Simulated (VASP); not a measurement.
Wanted: the native input for a VASP 6.6.1 run.

```yaml
Task: single point
Functional: PBE
Potentials_or_basis: VASP PAW PBE potentials, release 64 (Co)
Cutoff: 520 eV
k_mesh: 18 × 18 × 18
Occupations: fermi-dirac, width 0.05 eV
Spin: collinear spin, ferromagnetic start
Starting_moments: "[2.0] μB"
Dipole_correction: no
Further_INCAR_settings: ALGO = Normal; EDIFF = 1e-06; NBANDS = 14
```

The structure of Co lies in POSCAR:

```
Co
1.0
    0.0000000000      1.7566572351      1.7566572351
    1.7566572351      0.0000000000      1.7566572351
    1.7566572351      1.7566572351      0.0000000000
Co
1
Direct
    0.0000000000      0.0000000000      0.0000000000
```

One way to write it, as run:

INCAR

```
PREC = Accurate
ENCUT = 520
EDIFF = 1E-6
ISMEAR = -1
SIGMA = 0.05
LREAL = False
LASPH = True
NELM = 150
ALGO = Normal
ISIF = 2
LWAVE = False
LCHARG = False
ISPIN = 2
MAGMOM = 2
LORBIT = 11
LMAXMIX = 4
GGA = PE
NBANDS = 14
```

KPOINTS

```
regular mesh
0
Gamma
  18 18 18
```

Potentials or basis: VASP PAW PBE potentials, release 64 (Co).

Run with:

```bash
$ cat potpaw_PBE.64/Co/POTCAR > POTCAR
$ mpirun -np 1 vasp_std > vasp.out
```

Results of the run:

The pressure is 0.4 GPa, the net moment is 1.63 μB per cell and the site moments are Co +1.64 μB. The valence electrons inside the program's atomic spheres are Co 8.27.

Run time: 29 s on 1 thread of Intel(R) Xeon(R) 6975P-C (Granite Rapids) (shared host), peak memory 0.15 GiB.
